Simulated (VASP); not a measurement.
Set up this calculation in VASP 6.6.1, as the native input.

| Quantity | Value |
| --- | --- |
| Task | single point |
| Functional | r2SCAN |
| Potentials or basis | VASP PAW PBE potentials, release 64 (Rh_sv_GW) |
| Cutoff | 680 eV |
| k mesh | 18 × 18 × 18 |
| Occupations | gaussian, width 0.05 eV |
| Spin | no spin polarisation |
| Dipole correction | no |
| Further INCAR settings | ALGO = Normal; EDIFF = 1e-06; NBANDS = 14 |

The system is Rh.

```
Rh
1.0
     0.00000    1.89993    1.89993
     1.89993    0.00000    1.89993
     1.89993    1.89993    0.00000
Rh
1
Direct
  0.00000 0.00000 0.00000
```

One way to write it, as run:

POSCAR

```
Rh
1.0
    0.0000000000      1.8999313891      1.8999313891
    1.8999313891      0.0000000000      1.8999313891
    1.8999313891      1.8999313891      0.0000000000
Rh
1
Direct
    0.0000000000      0.0000000000      0.0000000000
```

INCAR.step1

```
PREC = Accurate
ENCUT = 680
ISMEAR = 0
SIGMA = 0.05
LREAL = F
LASPH = T
NELM = 120
NBANDS = 14
GGA = PE
ALGO = Normal
EDIFF = 1E-5
LWAVE = T
LCHARG = F
GGA_COMPAT = F
```

INCAR.step2

```
PREC = Accurate
ENCUT = 680
EDIFF = 1E-6
ISMEAR = 0
SIGMA = 0.05
LREAL = F
LASPH = T
NELM = 120
ALGO = Normal
ISIF = 2
LWAVE = F
LCHARG = F
METAGGA = R2SCAN
LMIXTAU = T
NBANDS = 14
ISTART = 1
GGA_COMPAT = F
```

KPOINTS

```
Automatic mesh
0
Gamma
  18 18 18
```

Potentials or basis: VASP PAW PBE potentials, release 64 (Rh_sv_GW).

Run with:

```console
$ cat potpaw_PBE.64/Rh_sv_GW/POTCAR > POTCAR
$ cp INCAR.step1 INCAR
$ mpirun -np 1 vasp_std > vasp.out
$ cp INCAR.step2 INCAR
$ mpirun -np 1 vasp_std > vasp.out
```

Results of the run:

```json
{
  "Pressure": "0.0 GPa",
  "Band gap on the k mesh": "zero (an odd number of electrons rules out a gap without spin polarisation)"
}
```

Caveat: the PAW data sets were made with another functional, which shifts forces and pressure a little.

Wall time 120 s on 1 thread of Intel(R) Xeon(R) Platinum 8375C CPU @ 2.90GHz (Ice Lake) (shared host), peak memory 0.21 GiB.
